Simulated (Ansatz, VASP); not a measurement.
**BN in VASP and in Ansatz**

```
CELL_PARAMETERS angstrom
2.63419 0.00144 0.00000
1.31577 2.17337 0.00000
0.00000 0.00000 26.00000
ATOMIC_POSITIONS crystal
B 0.49875 0.50246 0.50000
N 0.83455 0.83084 0.50000
```

Change from the starting cell: strain along x +0.050, atoms relaxed.

Alike in both runs: functional PBE; dispersion D3(BJ); k mesh 10 × 10 × 1; occupations gaussian, width 0.02 eV; no spin polarisation.

Ansatz relaxed the structure, and its values are those at the end. VASP's run is a single point on that final structure, the one shown.

|  | VASP | Ansatz |
| --- | --- | --- |
| version | VASP 6.6.1 | Ansatz 0.2.0 |
| potentials or method | VASP PAW PBE potentials, release 64 (B, N), cutoff 520 eV | scalar-relativistic, plane waves, PAW |
| valence electrons in the cell | 8 | 8 |

VASP gave:

| Property | Result |
| --- | --- |
| gap on the k mesh at the Fermi level (eV) | 4.69 |
| least direct gap on the mesh (eV) | 4.74 |
| rms of the force components (eV/Å) | 0.005 |

Task: What did Ansatz give for the same quantities?

Result: gap on the k mesh at the Fermi level (eV): 4.69; least direct gap on the mesh (eV): 4.74; rms of the force components (eV/Å): 0.003.

Ansatz's warnings: stress scf threshold loose.
